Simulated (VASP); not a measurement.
Crystal: Ge.

```
Ge
1.0
     0.00000    2.83687    2.83687
     2.83687    0.00000    2.83687
     2.83687    2.83687    0.00000
Ge
2
Cartesian
  0.0000 0.0000 0.0000
  1.4184 1.4184 1.4184
```

Base run:

* Program: VASP 6.6.1
* Functional: PBE
* Potentials or basis: VASP PAW PBE potentials, release 64 (Ge_d)
* Cutoff: 520 eV
* k mesh: 8 × 8 × 8
* Occupations: fermi-dirac, width 0.02 eV
* Spin: no spin polarisation

Its results: band gap on the k mesh zero (filled and empty bands touch); pressure 2.9 GPa.

Problem. The run is repeated on the same cell with these changes: functional from PBE to r2SCAN; further incar settings from ALGO = Normal; EDIFF = 1e-06; NBANDS = 21 to ALGO = Normal; EDIFF = 1e-07; NBANDS = 21. What comes out?

Solution. Band gap on the k mesh 0.32 eV, direct; pressure 0.0 GPa.

Caveats: the PAW data sets were made with another functional, which shifts forces and pressure a little (some runs).

A k mesh can miss the band edges.
